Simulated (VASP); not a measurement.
Crystal: Ni.

```
CELL_PARAMETERS angstrom
-1.76510 -1.76510 -3.53020
1.76510 -1.76510 0.00000
-1.76510 -1.76510 0.00000
ATOMIC_POSITIONS crystal
Ni 0.00000 0.00000 0.00000
Ni 0.50000 0.50000 0.00000
```

Base run:

| Quantity | Value |
| --- | --- |
| Program | VASP 6.6.1 |
| Functional | PBE |
| Potentials or basis | VASP PAW PBE potentials, release 64 (Ni) |
| Cutoff | 520 eV |
| k mesh | 7 × 10 × 12 |
| Occupations | fermi-dirac, width 0.05 eV |
| Spin | collinear spin, antiferromagnetic start |
| Starting moments | [2.0, -2.0] μB |

Its results: pressure -2.9 GPa; net moment 0.00 μB per cell; site moments Ni +0.09, -0.09 μB.

The run is repeated on the same cell with these changes: spin from collinear spin, antiferromagnetic start to collinear spin; moments at the start from [2.0, -2.0] to [0.0, 2.0]. What comes out?

Pressure -1.7 GPa; net moment 1.29 μB per cell; site moments Ni +0.66 μB.
